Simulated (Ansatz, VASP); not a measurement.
## Rb: VASP beside Ansatz

Contents of INCAR:

```
PREC = Accurate
ENCUT = 520
EDIFF = 1E-6
ISMEAR = 0
SIGMA = 0.1
LREAL = False
LASPH = True
NELM = 80
ALGO = Normal
ISIF = 2
LWAVE = False
LCHARG = False
GGA = PE
NBANDS = 10
```

KPOINTS

```
Automatic mesh
0
Gamma
  10 10 10
```

File POSCAR:

```
Rb
1.0
   -2.9265256557      2.9265256557      2.9265256557
    2.9265256557     -2.9265256557      2.9265256557
    2.9265256557      2.9265256557     -2.9265256557
Rb
1
Direct
    0.0000000000      0.0000000000      0.0000000000
```

Input for Ansatz:

```yaml
crystal:
  lattice:
    - [-2.9265256557, 2.9265256557, 2.9265256557]
    - [2.9265256557, -2.9265256557, 2.9265256557]
    - [2.9265256557, 2.9265256557, -2.9265256557]
  atoms:
    - { symbol: Rb, position: [0.0, 0.0, 0.0] }
basis:
  ecutwfc: 420
kpoints:
  mp_grid: { grid: [10, 10, 10] }
hamiltonian:
  xc: pbe
scf:
  occupations: { method: gaussian, width: 0.1 }
output:
  forces: true
  stress: true
  eigenvalues: true
  write_density: true
  write_potential: true
  elf: true
  volumetric_format: npy
```

Alike in both runs: task single point; functional PBE; k mesh 10 × 10 × 10; occupations gaussian, width 0.1 eV; no spin polarisation.

```csv
,VASP,Ansatz
version,VASP 6.6.1,Ansatz 0.2.0
potentials or method,"VASP PAW PBE potentials, release 64 (Rb_sv), cutoff 520 eV","scalar-relativistic, plane waves, PAW"
valence electrons in the cell,9,9
```

```csv
,VASP,Ansatz,Ansatz less VASP
gap on the k mesh at the Fermi level (eV),none,none,-
pressure (GPa),-0.2,-0.2,0.00
```

A gap of «none» marks a metal or a gap that the smearing closes.
